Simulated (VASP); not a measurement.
Here is a VASP 6.6.1 calculation.

File INCAR:

```
SYSTEM = Cs2Cd
PREC     = Accurate       ! precision mode
ENCUT    = 520            ! plane-wave cutoff, eV
EDIFF    = 1E-6           ! SCF threshold, eV
ISMEAR   = 0              ! smearing method
SIGMA    = 0.1            ! smearing width, eV
LREAL    = .FALSE.        ! projectors in reciprocal space
LASPH    = .TRUE.         ! aspherical terms in the spheres
NELM     = 100            ! most SCF steps
ALGO     = Fast           ! electronic algorithm
ISIF     = 2              ! what is computed and relaxed
LWAVE    = .FALSE.        ! write WAVECAR
LCHARG   = .FALSE.        ! write CHGCAR
GGA      = PE             ! functional
NBANDS   = 39             ! bands
```

File KPOINTS:

```
regular mesh
0
G
  6 6 2
  0 0 0
```

The input POSCAR:

```
Cs2Cd
1.0
    4.0002933616      0.0000000000      0.0000000000
   -2.0001466808      3.4643556738      0.0000000000
    0.0000000000      0.0000000000     15.5595007785
Cs Cd
4 2
Direct
    0.3333333333      0.6666666667      0.6275000000
    0.6666666667      0.3333333333      0.1275000000
    0.3333333333      0.6666666667      0.8725000000
    0.6666666667      0.3333333333      0.3725000000
    0.3333333333      0.6666666667      0.2500000000
    0.6666666667      0.3333333333      0.7500000000
```

Potentials or basis: VASP PAW PBE potentials, release 64 (Cs_sv, Cd).

Command:

```bash
$ cat potpaw_PBE.64/Cs_sv/POTCAR potpaw_PBE.64/Cd/POTCAR > POTCAR
$ mpirun -np 1 vasp_std > vasp.out
```

Question: Predict the band gap on the k mesh.

Answer: Zero (band 30 reaches 4.24 eV, above the bottom of band 31 at 3.56 eV).

Question: Estimate the largest force.

Answer: 2.912 eV/Å.

Question: Estimate the pressure.

Answer: 15.9 GPa.

Forces on the atoms (eV/Å):
```
Cs   0.000  0.000 -2.912
Cs   0.000  0.000 -2.912
Cs   0.000  0.000  2.912
Cs   0.000  0.000  2.912
Cd   0.000  0.000  0.000
Cd   0.000  0.000  0.000
```

Caveat: spin-orbit coupling is left out, which moves the levels of the heavy elements; forces of over 1 eV/Å act on the atoms, so gaps and moduli don't describe the material at rest.
